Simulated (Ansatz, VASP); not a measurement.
AlRu: VASP beside Ansatz

```xyz
2
Lattice="2.9318 0.0000 0.0000 0.0000 2.9318 0.0000 0.0000 0.0000 2.9916" Properties=species:S:1:pos:R:3 pbc="T T T"
Al    0.0000    0.0000    0.0000
Ru    1.4659    1.4659    1.4958
```

Change from the starting cell: equal xx and yy strain of -2 %.

Alike in both runs: task single point; functional PBEsol; k mesh 12 × 12 × 12; occupations fermi-dirac, width 0.05 eV; no spin polarisation.

|  | VASP | Ansatz |
| --- | --- | --- |
| version | VASP 6.6.1 | Ansatz 0.2.0 |
| potentials or method | VASP PAW PBE potentials, release 64 (Al, Ru_pv), cutoff 520 eV | all-electron LAPW, scalar-relativistic |

```tsv
	VASP	Ansatz	Ansatz less VASP
pressure (GPa)	5.8	5.6	-0.17
traceless stress, the component that is largest in VASP (GPa)	-2.69	-2.68	+0.009
```

VASP's potentials were made for PBE, not for PBEsol. Ansatz ran all-electron here, and VASP with PAW potentials.
